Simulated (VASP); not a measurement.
Runs of VASP 6.6.1 on CdS. The structure is that of space group P6_3/mmc (No. 194), or close to it. The cells are those of the table. 

```tsv
level	potentials or basis	spin	cell	k mesh	smearing	gap on the mesh (eV)	pressure (GPa)
LDA	VASP PAW LDA potentials, release 64 (Cd, S)	off	a = 3.841, b = 3.841, c = 6.445 Å, angles 90.0, 90.0, 120.0°, 4 atoms	12 × 12 × 4	gaussian 0.01 eV	(c)	-4.3
PBE	VASP PAW PBE potentials, release 64 (Cd, S)	off	a = 3.841, b = 3.841, c = 6.445 Å, angles 90.0, 90.0, 120.0°, 4 atoms	12 × 12 × 4	fermi-dirac 0.02 eV	0.64	2.2
r2SCAN	VASP PAW PBE potentials, release 64 (Cd, S)	off	a = 3.841, b = 3.841, c = 6.445 Å, angles 90.0, 90.0, 120.0°, 4 atoms	12 × 12 × 4	fermi-dirac 0.02 eV	1.24	0.5
LDA	VASP PAW LDA potentials, release 64 (Cd, S)	off	a = 3.772, b = 3.772, c = 6.288 Å, angles 90.0, 90.0, 120.0°, 4 atoms	12 × 12 × 4	fermi-dirac 0.02 eV	0.70	0.7
PBE	VASP PAW PBE potentials, release 64 (Cd, S)	off	a = 3.841, b = 3.841, c = 6.445 Å, angles 90.0, 90.0, 120.0°, 4 atoms	6 × 6 × 2	gaussian 0.01 eV	(a)	2.2
PBE	VASP PAW PBE potentials, release 64 (Cd, S)	off	a = 3.877, b = 3.877, c = 6.478 Å, angles 90.0, 90.0, 120.0°, 4 atoms	12 × 12 × 4	fermi-dirac 0.02 eV	0.54	(b)
r2SCAN	VASP PAW PBE potentials, release 64 (Cd, S)	off	a = 3.841, b = 3.841, c = 6.445 Å, angles 90.0, 90.0, 120.0°, 4 atoms	12 × 12 × 4	gaussian 0.01 eV	1.24	0.5
PBE	VASP PAW PBE potentials, release 64 (Cd, S)	non-collinear, zero start, SOC	a = 3.841, b = 3.841, c = 6.445 Å, angles 90.0, 90.0, 120.0°, 4 atoms	12 × 12 × 4	fermi-dirac 0.02 eV	-	2.1
```

Alike in all rows: task single point; cutoff (eV) 520.

Estimate the missing entries.

(a) 0.63; (b) 0.4; (c) 0.40.

Caveats: some runs use coarse meshes; the PAW data sets were made with another functional, which shifts forces and pressure a little (at least some runs); the cell stands under tension (at least some runs).

A k mesh can miss the band edges, and rows without SOC leave out spin-orbit coupling on Cd.
